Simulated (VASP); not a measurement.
Runs of VASP 6.6.1 on Cu. The structure is that of space group Fm-3m (No. 225), or close to it. The cells are those of the table. 

```tsv
level	cell	k mesh	smearing	gap on the mesh (eV)	pressure (GPa)
r2SCAN	a = 2.550 Å, angles 60.0°, 1 atom	16 × 16 × 16	fermi-dirac 0.1 eV	none	(b)
PBE	a = 2.584 Å, angles 60.0°, 1 atom	26 × 26 × 26	fermi-dirac 0.0612256 eV	none	-2.1
PBE	a = 2.617 Å, angles 60.0°, 1 atom	26 × 26 × 26	fermi-dirac 0.0612256 eV	none	(a)
PBE	a = 2.515 Å, angles 60.0°, 1 atom	26 × 26 × 26	fermi-dirac 0.0612256 eV	none	10.7
PBE	a = 2.584 Å, angles 60.0°, 1 atom	52 × 52 × 52	fermi-dirac 0.0612256 eV	none	-2.1
PBE	a = 2.550 Å, angles 60.0°, 1 atom	26 × 26 × 26	fermi-dirac 0.0612256 eV	none	3.5
PBE	a = 2.532 Å, angles 60.0°, 1 atom	26 × 26 × 26	fermi-dirac 0.0612256 eV	none	6.8
```

Alike in all rows: task single point; potentials or basis VASP PAW PBE potentials, release 64 (Cu); no spin polarisation; cutoff (eV) 520.

Task: Fill in the values left out.

Result: (a) -6.6; (b) -3.0.

Caveats: the PAW data sets were made with another functional, which shifts forces and pressure a little (some runs).

A gap of «none» marks levels without a gap at the run's occupations.
